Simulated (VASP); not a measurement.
Input of a VASP 6.6.1 run:

The input INCAR:

```
PREC = Accurate ; ENCUT = 520
EDIFF = 1E-7 ; ISMEAR = 0
SIGMA = 0.1 ; LREAL = False
LASPH = True ; NELM = 100
ALGO = Normal ; ISIF = 2
LWAVE = False ; LCHARG = False
GGA = PE ; NBANDS = 26
```

The input KPOINTS:

```
Automatic mesh
0
Gamma
  4 4 2
```

Contents of POSCAR:

```
ScBSbP3
1.0
    4.2065481450      0.0000000000      0.0000000000
    0.0000000000      4.8398410861      0.0000000000
    0.0000000000      0.0000000000      7.8572388442
Sc B Sb P
1 1 1 3
Direct
    0.0000000000      0.5000000000      0.5000000000
    0.0000000000      0.0000000000      0.0000000000
    0.5000000000      0.0000000000      0.0000000000
    0.5000000000      0.0000000000      0.3491970007
    0.5000000000      0.0000000000      0.6508029993
    0.0000000000      0.0000000000      0.5000000000
```

Potentials or basis: VASP PAW PBE potentials, release 64 (Sc_sv, B, Sb, P).

The run is started by

```console
$ cat potpaw_PBE.64/Sc_sv/POTCAR potpaw_PBE.64/B/POTCAR potpaw_PBE.64/Sb/POTCAR potpaw_PBE.64/P/POTCAR > POTCAR
$ mpirun -np 1 vasp_std > vasp.out
```

(1) What does it give for the largest force?

(2) Estimate the band gap on the k mesh.

(3) What does it give for the pressure?

Results:

(1) 0.040 eV/Å.

(2) zero (bands 17 and 18 overlap by 1.52 eV).

(3) 0.1 GPa.

Caveat: the k points lie up to 0.40 Å⁻¹ apart, too coarse for converged energies and pressures of a metal; spin-orbit coupling is left out, which moves the levels of the heavy elements.
